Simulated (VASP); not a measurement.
# Sr7Cl16 (a cell with a defect) in VASP: relaxation of the atoms with PBE

Aim: the relaxation of the atoms of Sr7Cl16 (a cell with a defect) with PBE.

All numbers are computed with VASP 6.6.1; they aren't measurements. Logs are shortened: lines on timing, memory, paths and dates and some standing lists are left out, and cuts for length are marked.

### Step 1. The cell of the first run

The cell holds a defect, 23 atoms: a = 9.858 Å, b = 9.858 Å, c = 9.858 Å, α = 60.00°, β = 60.00°, γ = 60.00°.

### Step 2. Relaxation of the atoms, PBE (atoms taken out)

File INCAR:

```
  ALGO = Normal
  EDIFF = 1E-7
  EDIFFG = -0.03
  ENCUT = 520
  GGA = PE
  IBRION = 2
  ISIF = 2
  ISMEAR = -1
  KPAR = 4
  LASPH = T
  LCHARG = F
  LREAL = Auto
  LWAVE = F
  NELECT = 184.0
  NELM = 100
  NSW = 60
  PREC = Accurate
  SIGMA = 0.01
```

File KPOINTS:

```
k-points
0
Gamma
  3 3 3
```

File POSCAR:

```
Sr7Cl16
1.0
    0.0000000000      6.9710000000      6.9710000000
    6.9710000000      0.0000000000      6.9710000000
    6.9710000000      6.9710000000      0.0000000000
Sr Cl
7 16
Direct
    0.0000000000      0.0000000000      0.5000000000
    0.0000000000      0.5000000000      0.0000000000
    0.0000000000      0.5000000000      0.5000000000
    0.5000000000      0.0000000000      0.0000000000
    0.5000000000      0.0000000000      0.5000000000
    0.5000000000      0.5000000000      0.0000000000
    0.5000000000      0.5000000000      0.5000000000
    0.1250000000      0.1250000000      0.1250000000
    0.1250000000      0.1250000000      0.6250000000
    0.1250000000      0.6250000000      0.1250000000
    0.1250000000      0.6250000000      0.6250000000
    0.6250000000      0.1250000000      0.1250000000
    0.6250000000      0.1250000000      0.6250000000
    0.6250000000      0.6250000000      0.1250000000
    0.6250000000      0.6250000000      0.6250000000
    0.3750000000      0.3750000000      0.3750000000
    0.3750000000      0.3750000000      0.8750000000
    0.3750000000      0.8750000000      0.3750000000
    0.3750000000      0.8750000000      0.8750000000
    0.8750000000      0.3750000000      0.3750000000
    0.8750000000      0.3750000000      0.8750000000
    0.8750000000      0.8750000000      0.3750000000
    0.8750000000      0.8750000000      0.8750000000
```

Potentials or basis: VASP PAW PBE potentials, release 64 (Sr_sv, Cl).

Command:

```console
$ cat potpaw_PBE.64/Sr_sv/POTCAR potpaw_PBE.64/Cl/POTCAR > POTCAR
$ mpirun -np 4 vasp_std > vasp.out
```

OUTCAR:

```text
EDIFF = 1E-7
   EDIFFG = -0.03
   ENCUT = 520
   GGA = PE
   IBRION = 2
   ISIF = 2
   ISMEAR = -1
   LASPH = T
   LREAL = Auto
   NELECT = 184.0
   NELM = 100
   NSW = 60
   PREC = Accurate

 ion  position               nearest neighbor table
   1  0.000  0.000  0.500-   8 3.02   9 3.02  11 3.02  13 3.02  18 3.02  20 3.02  22 3.02  23 3.02
                             3 4.93   5 4.93   2 4.93   4 4.93   2 4.93   3 4.93   7 4.93   4 4.93
   2  0.000  0.500  0.000-   8 3.02  10 3.02  11 3.02  14 3.02  17 3.02  20 3.02  21 3.02  23 3.02
                             3 4.93   6 4.93   1 4.93   3 4.93   7 4.93   1 4.93   4 4.93   4 4.93
   3  0.000  0.500  0.500-   9 3.02  10 3.02  11 3.02  15 3.02  16 3.02  20 3.02  21 3.02  22 3.02
                             7 4.93   1 4.93   2 4.93   2 4.93   6 4.93   1 4.93   5 4.93   5 4.93
   4  0.500  0.000  0.000-   8 3.02  12 3.02  13 3.02  14 3.02  17 3.02  18 3.02  19 3.02  23 3.02
                             5 4.93   6 4.93   1 4.93   5 4.93   7 4.93   2 4.93   6 4.93   7 4.93
   5  0.500  0.000  0.500-   9 3.02  12 3.02  13 3.02  15 3.02  16 3.02  18 3.02  19 3.02  22 3.02
                             7 4.93   1 4.93   4 4.93   4 4.93   6 4.93   3 4.93   6 4.93   7 4.93
   6  0.500  0.500  0.000-  10 3.02  12 3.02  14 3.02  15 3.02  16 3.02  17 3.02  19 3.02  21 3.02
                             7 4.93   2 4.93   4 4.93   3 4.93   5 4.93   7 4.93   4 4.93   5 4.93
   7  0.500  0.500  0.500-  11 3.02  13 3.02  14 3.02  15 3.02  16 3.02  17 3.02  18 3.02  20 3.02
                             6 4.93   3 4.93   5 4.93   2 4.93   4 4.93   6 4.93   1 4.93   4 4.93
   8  0.125  0.125  0.125-   1 3.02   2 3.02   4 3.02
   9  0.125  0.125  0.625-   1 3.02   3 3.02   5 3.02
  10  0.125  0.625  0.125-   2 3.02   3 3.02   6 3.02
  11  0.125  0.625  0.625-   1 3.02   2 3.02   3 3.02   7 3.02
  12  0.625  0.125  0.125-   4 3.02   5 3.02   6 3.02
  13  0.625  0.125  0.625-   1 3.02   4 3.02   5 3.02   7 3.02
  14  0.625  0.625  0.125-   2 3.02   4 3.02   6 3.02   7 3.02
  15  0.625  0.625  0.625-   3 3.02   5 3.02   6 3.02   7 3.02
  16  0.375  0.375  0.375-   3 3.02   5 3.02   6 3.02   7 3.02
  17  0.375  0.375  0.875-   2 3.02   4 3.02   6 3.02   7 3.02
  18  0.375  0.875  0.375-   1 3.02   4 3.02   5 3.02   7 3.02
  19  0.375  0.875  0.875-   4 3.02   5 3.02   6 3.02
  20  0.875  0.375  0.375-   1 3.02   2 3.02   3 3.02   7 3.02
  21  0.875  0.375  0.875-   2 3.02   3 3.02   6 3.02
  22  0.875  0.875  0.375-   1 3.02   3 3.02   5 3.02
  23  0.875  0.875  0.875-   1 3.02   2 3.02   4 3.02

  LATTYP: Found a face centered cubic cell.
 ALAT       =    13.9420000000

  Lattice vectors:

 A1 = (   0.0000000000,   6.9710000000,   6.9710000000)
 A2 = (   6.9710000000,   0.0000000000,   6.9710000000)
 A3 = (   6.9710000000,   6.9710000000,   0.0000000000)

Analysis of symmetry for initial positions (statically):
=====================================================================
 Subroutine PRICEL returns:
 Original cell was already a primitive cell.

 Routine SETGRP: Setting up the symmetry group for a
 face centered cubic supercell.

 Subroutine GETGRP returns: Found 48 space group operations
 (whereof 48 operations were pure point group operations)
 out of a pool of 48 trial point group operations.

The static configuration has the point symmetry O_h .

Analysis of symmetry for dynamics (positions and initial velocities):
=====================================================================
 Subroutine PRICEL returns:
 Original cell was already a primitive cell.

 Routine SETGRP: Setting up the symmetry group for a
 face centered cubic supercell.

 Subroutine GETGRP returns: Found 48 space group operations
 (whereof 48 operations were pure point group operations)
 out of a pool of 48 trial point group operations.

The dynamic configuration has the point symmetry O_h .

 Subroutine INISYM returns: Found 48 space group operations
 (whereof 48 operations are pure point group operations),
 and found     1 'primitive' translations

----------------------------------------------------------------------------------------

                                     Primitive cell

  volume of cell :     677.5093

  direct lattice vectors                    reciprocal lattice vectors
     0.000000000  6.971000000  6.971000000    -0.071725721  0.071725721  0.071725721
     6.971000000  0.000000000  6.971000000     0.071725721 -0.071725721  0.071725721
     6.971000000  6.971000000  0.000000000     0.071725721  0.071725721 -0.071725721

  length of vectors
     9.858482743  9.858482743  9.858482743     0.124232593  0.124232593  0.124232593

  position of ions in fractional coordinates (direct lattice)
     0.000000000  0.000000000  0.500000000
     0.000000000  0.500000000  0.000000000
     0.000000000  0.500000000  0.500000000
     0.500000000  0.000000000  0.000000000
     0.500000000  0.000000000  0.500000000
     0.500000000  0.500000000  0.000000000
[... 15 lines left out ...]
     0.875000000  0.875000000  0.375000000
     0.875000000  0.875000000  0.875000000

  ion indices of the primitive-cell ions
   primitive index   ion index
                 1           1
                 2           2
                 3           3
                 4           4
                 5           5
                 6           6
[... 15 lines left out ...]
                22          22
                23          23

----------------------------------------------------------------------------------------

 KPOINTS: k-points

Automatic generation of k-mesh.
 Grid dimensions read from file:
 generate k-points for:    3    3    3

 Generating k-lattice:

  Cartesian coordinates                     Fractional coordinates (reciprocal lattice)
    -0.023908574  0.023908574  0.023908574     0.333333333  0.000000000  0.000000000
     0.023908574 -0.023908574  0.023908574     0.000000000  0.333333333  0.000000000
     0.023908574  0.023908574 -0.023908574     0.000000000  0.000000000  0.333333333

  Length of vectors
     0.041410864  0.041410864  0.041410864

  Shift w.r.t. Gamma in fractional coordinates (k-lattice)
     0.000000000  0.000000000  0.000000000

 Subroutine IBZKPT returns following result:
 ===========================================

 Found      4 irreducible k-points:

 Following reciprocal coordinates:
            Coordinates               Weight
  0.000000  0.000000  0.000000      1.000000
  0.333333  0.000000  0.000000      8.000000
  0.333333  0.333333  0.000000      6.000000
 -0.333333  0.333333  0.000000     12.000000
   k-points           NKPTS =      4   k-points in BZ     NKDIM =      4   number of bands    NBANDS=    110
   number of dos      NEDOS =    301   number of ions     NIONS =     23
   total plane-waves  NPLWV = 512000
   dimension x,y,z NGX =    80 NGY =   80 NGZ =   80
   dimension x,y,z NGXF=   160 NGYF=  160 NGZF=  160
   ions per type =               7  16
   NGX,Y,Z   is equivalent  to a cutoff of  13.49, 13.49, 13.49 a.u.
   NGXF,Y,Z  is equivalent  to a cutoff of  26.98, 26.98, 26.98 a.u.
 SYSTEM =  unknown system
   PREC   = accura    normal or accurate (medium, high low for compatibility)
   ISTART =      0    job   : 0-new  1-cont  2-samecut
   ICHARG =      2    charge: 1-file 2-atom 10-const
   ISPIN  =      1    spin polarized calculation?
   LNONCOLLINEAR =      F non collinear calculations
   LSORBIT =      F    spin-orbit coupling
   LASPH  =      T    aspherical Exc in radial PAW
   ENCUT  =  520.0 eV  38.22 Ry    6.18 a.u.  18.33 18.33 18.33*2*pi/ulx,y,z
   NELM   =    100;   NELMIN=  2; NELMDL= -5     # of ELM steps
   EDIFF  = 0.1E-06   stopping-criterion for ELM
   LREAL  =      T    real-space projection
   EDIFFG = -.3E-01   stopping-criterion for IOM
   NSW    =     60    number of steps for IOM
   IBRION =      2    ionic relax: 0-MD 1-quasi-New 2-CG
   NFREE  =      1    steps in history (QN), initial steepest desc. (CG)
   ISIF   =      2    stress and relaxation
   ISYM   =      2    0-nonsym 1-usesym 2-fastsym
   POTIM  = 0.5000    time-step for ionic-motion
   TEBEG  =    0.0;   TEEND  =   0.0 temperature during run
   PSTRESS=    0.0 pullay stress
   NELECT =     184.0000    total number of electrons
   NUPDOWN=      -1.0000    fix difference up-down
   EMIN   =  10.00;   EMAX   =-10.00  energy-range for DOS
   EFERMI =   0.00;   METHOD = LEGACY
   ISMEAR =    -1;   SIGMA  =   0.01  broadening in eV -4-tet -1-fermi 0-gaus
   EFERMI_NEDOS =   21; number of points for ismear=-14 and -15
   IALGO  =     38    algorithm
   IMIX   =      4    mixing-type and parameters
     AMIX     =   0.40;   BMIX     =  1.00
     AMIX_MAG =   1.60;   BMIX_MAG =  1.00
  volume/ion in A,a.u.               =      29.46       198.79
  Fermi-wavevector in a.u.,A,eV,Ry     =   1.060170  2.003432 15.292423  1.123961
  Thomas-Fermi vector in A             =   2.195542
   LORBIT       =      0    0 simple, 1 ext, 2 COOP (PROOUT), +10 PAW based schemes
   GGA     = PE    functional components
   LHFCALC =     F    Hartree Fock is set to
   AEXX    =    0.0000 exact exchange contribution
   IVDW    =     0    specifies the selected vdW correction
   LEPSILON=     F    determine dielectric tensor
   LRPA    =     F    only Hartree local field effects (RPA)
 conjugate gradient relaxation of ions
 non-spin polarized calculation
  energy-cutoff  :      520.00
  volume of cell :      677.51
 maximum number of plane-waves:     18246
 NGX is ok and might be reduce to    80
   NGX = 37   NGY = 37   NGZ = 37

--------------------------------------- Ionic step        1  -------------------------------------------

 number of electron     184.0000024 magnetization

 Free energy of the ion-electron system (eV)
  ---------------------------------------------------
  ext. energy  EPLUGINS =         0.00000000
  ---------------------------------------------------
  free energy    TOTEN  =       -90.96121001 eV

  energy without entropy =      -90.96121001  energy(sigma->0) =      -90.96121001

------------------------ aborting loop because EDIFF is reached ----------------------------------------

  FORCE on cell =-STRESS in cart. coord.  units (eV):
  Direction    XX          YY          ZZ          XY          YZ          ZX
  --------------------------------------------------------------------------------------
  -------------------------------------------------------------------------------------
  Total       15.1698023     15.1698023     15.1698023      0.0000000     -0.0000000     -0.0000000
  in kB       35.8736247     35.8736247     35.8736247      0.0000000     -0.0000000     -0.0000000
  external PRESSURE =      35.8736247 kB  Pullay stress =       0.0000000 kB
[... 327 lines left out ...]
  energy  without entropy=      -91.2825084499  energy(sigma->0) =      -91.28250845

--------------------------------------- Ionic step        7  -------------------------------------------

 number of electron     183.9999998 magnetization

 Free energy of the ion-electron system (eV)
  ---------------------------------------------------
  ext. energy  EPLUGINS =         0.00000000
  ---------------------------------------------------
  free energy    TOTEN  =       -91.28378889 eV

  energy without entropy =      -91.28378889  energy(sigma->0) =      -91.28378889

 E-fermi :   0.2075     XC(G=0):  -8.1015

 val. band max:        0.0017817245   @ k =   0.0000   0.0000   0.0000
 cond. band min:       5.0996036320   @ k =   0.0000   0.0000   0.0000
 fundamental gap:      5.0978219074
 Fermi energy:         0.2074653420

 k-point     1 :       0.0000    0.0000    0.0000
  band No.  band energies     occupation
      1     -33.2407      2.00000
      2     -33.2384      2.00000
      3     -33.2384      2.00000
      4     -33.2384      2.00000
      5     -33.2373      2.00000
      6     -33.2373      2.00000
[... 96 lines left out ...]
    103       6.4002      0.00000
    104       6.4002      0.00000

 k-point     2 :       0.3333    0.0000    0.0000
  band No.  band energies     occupation
      1     -33.2401      2.00000
      2     -33.2389      2.00000
      3     -33.2381      2.00000
      4     -33.2381      2.00000
      5     -33.2375      2.00000
      6     -33.2375      2.00000
[... 96 lines left out ...]
    103       6.4019      0.00000
    104       6.4935      0.00000

 k-point     3 :       0.3333    0.3333    0.0000
  band No.  band energies     occupation
      1     -33.2400      2.00000
      2     -33.2384      2.00000
      3     -33.2384      2.00000
      4     -33.2384      2.00000
      5     -33.2380      2.00000
      6     -33.2373      2.00000
[... 96 lines left out ...]
    103       6.4381      0.00000
    104       6.5002      0.00000

 k-point     4 :      -0.3333    0.3333    0.0000
  band No.  band energies     occupation
      1     -33.2393      2.00000
      2     -33.2392      2.00000
      3     -33.2384      2.00000
      4     -33.2381      2.00000
      5     -33.2377      2.00000
      6     -33.2375      2.00000
[... 96 lines left out ...]
    103       6.3784      0.00000
    104       6.4421      0.00000
 [bands above 104 left out]

------------------------ aborting loop because EDIFF is reached ----------------------------------------

  FORCE on cell =-STRESS in cart. coord.  units (eV):
  Direction    XX          YY          ZZ          XY          YZ          ZX
  --------------------------------------------------------------------------------------
  -------------------------------------------------------------------------------------
  Total       18.2706355     18.2706355     18.2706355     -0.0000000     -0.0000000      0.0000000
  in kB       43.2064905     43.2064905     43.2064905     -0.0000000     -0.0000000      0.0000000
  external PRESSURE =      43.2064905 kB  Pullay stress =       0.0000000 kB
[... 38 lines left out ...]
  FREE ENERGIE OF THE ION-ELECTRON SYSTEM (eV)
  ---------------------------------------------------
  free  energy   TOTEN  =       -91.2837888928 eV

  energy  without entropy=      -91.2837888927  energy(sigma->0) =      -91.28378889

 reached required accuracy - stopping structural energy minimisation
```

It took 17 min on 4 MPI ranks of Intel Xeon Platinum 8488C (Sapphire Rapids), shared host; peak memory 1.2 GiB.

What came out:

* Free energy: -91.2838 eV
* Energy gained by relaxing: 14.0 meV/atom
* Ionic steps: 7
* Largest force after relaxing: 0.005 eV/Å

Forces on the atoms (eV/Å):
```
Sr   0.000  0.000  0.000
Sr   0.000  0.000  0.000
Sr   0.000  0.000  0.000
Sr   0.000  0.000  0.000
Sr   0.000  0.000  0.000
Sr   0.000  0.000  0.000
Sr   0.000  0.000  0.000
Cl   0.003  0.003  0.003
Cl  -0.003 -0.003  0.003
Cl  -0.003  0.003 -0.003
Cl  -0.001  0.001  0.001
Cl   0.003 -0.003 -0.003
Cl   0.001 -0.001  0.001
Cl   0.001  0.001 -0.001
Cl  -0.001 -0.001 -0.001
Cl   0.001  0.001  0.001
Cl  -0.001 -0.001  0.001
Cl  -0.001  0.001 -0.001
Cl  -0.003  0.003  0.003
Cl   0.001 -0.001 -0.001
Cl   0.003 -0.003  0.003
Cl   0.003  0.003 -0.003
Cl  -0.003 -0.003 -0.003
```

The path:
| step | energy change (eV) | largest force (eV/Å) | pressure (GPa) |
| --- | --- | --- | --- |
| 1 | 0.0000 | 0.4100 | 3.59 |
| 2 | -0.0780 | 0.3559 | 3.67 |
| 3 | -0.2442 | 0.2116 | 3.92 |
| 4 | -0.2824 | 0.2257 | 4.53 |
| 5 | -0.3131 | 0.1018 | 4.27 |
| 6 | -0.3213 | 0.0354 | 4.30 |
| 7 | -0.3226 | 0.0046 | 4.32 |

Final structure:
```cif
data_structure
_symmetry_space_group_name_H-M 'P 1'
_symmetry_Int_Tables_number 1
_cell_length_a 9.8585
_cell_length_b 9.8585
_cell_length_c 9.8585
_cell_angle_alpha 60.000
_cell_angle_beta 60.000
_cell_angle_gamma 60.000
_cell_volume 677.51
loop_
_atom_site_label
_atom_site_type_symbol
_atom_site_fract_x
_atom_site_fract_y
_atom_site_fract_z
_atom_site_occupancy
Sr1 Sr 0.00000 0.00000 0.50000 1
Sr2 Sr 0.00000 0.50000 0.00000 1
Sr3 Sr 0.00000 0.50000 0.50000 1
Sr4 Sr 0.50000 0.00000 0.00000 1
Sr5 Sr 0.50000 0.00000 0.50000 1
Sr6 Sr 0.50000 0.50000 0.00000 1
Sr7 Sr 0.50000 0.50000 0.50000 1
Cl1 Cl 0.13182 0.13182 0.13182 1
Cl2 Cl 0.13182 0.13182 0.60453 1
Cl3 Cl 0.13182 0.60453 0.13182 1
Cl4 Cl 0.13330 0.62223 0.62223 1
Cl5 Cl 0.60453 0.13182 0.13182 1
Cl6 Cl 0.62223 0.13330 0.62223 1
Cl7 Cl 0.62223 0.62223 0.13330 1
Cl8 Cl 0.62223 0.62223 0.62223 1
Cl9 Cl 0.37777 0.37777 0.37777 1
Cl10 Cl 0.37777 0.37777 0.86670 1
Cl11 Cl 0.37777 0.86670 0.37777 1
Cl12 Cl 0.39547 0.86818 0.86818 1
Cl13 Cl 0.86670 0.37777 0.37777 1
Cl14 Cl 0.86818 0.39547 0.86818 1
Cl15 Cl 0.86818 0.86818 0.39547 1
Cl16 Cl 0.86818 0.86818 0.86818 1
```

Caveat: the cell carries a net charge on a neutralising background, which shifts energy and pressure; the cell differs from its parent crystal (atoms taken out); the cell is charged against a uniform background, so pressure and absolute levels hang on convention.
